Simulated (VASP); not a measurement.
B5W, 6 atoms in the cell. It takes space group P4/mmm (No. 123, tetragonal). Conventional cell: a = 2.956 Å, b = 2.956 Å, c = 5.973 Å, α = 90.00°, β = 90.00°, γ = 90.00°. Within 2.3 Å of B (site symmetry 4mm) lie 5 B at 1.76 to 1.92 Å. B (site symmetry mmm) has 8 B at 1.92 to 2.09 Å within 2.5 Å. Within 2.3 Å of B (site symmetry 4/mmm) lie 2 B at 1.76 Å and 4 W at 2.09 Å. Within 2.8 Å of W (site symmetry 4/mmm) lie 12 B at 2.09 to 2.73 Å. 

| Item | Value |
| --- | --- |
| Program | VASP 6.6.1 |
| Task | single point |
| Functional | PBE |
| Potentials or basis | VASP PAW PBE potentials, release 64 (B, W_sv) |
| Cutoff | 520 eV |
| k mesh | 12 × 12 × 6 |
| Occupations | gaussian, width 0.1 eV |
| Spin | no spin polarisation |
| Dipole correction | no |
| Further INCAR settings | ALGO = Normal; EDIFF = 1e-07; NBANDS = 24 |

Potentials or basis: VASP PAW PBE potentials, release 64 (B, W_sv).

Command:

```console
$ cat potpaw_PBE.64/B/POTCAR potpaw_PBE.64/W_sv/POTCAR > POTCAR
$ mpirun -np 1 vasp_std > vasp.out
```

Hardware: 1 thread of Intel(R) Xeon(R) 6975P-C (Granite Rapids), on a shared host.

Problem. How long does it take, and how much memory?

Solution. Wall time 53 s on 1 thread of Intel(R) Xeon(R) 6975P-C (Granite Rapids), on a shared host, peak memory 0.25 GiB. Counts: scf iterations 15, k points 112.
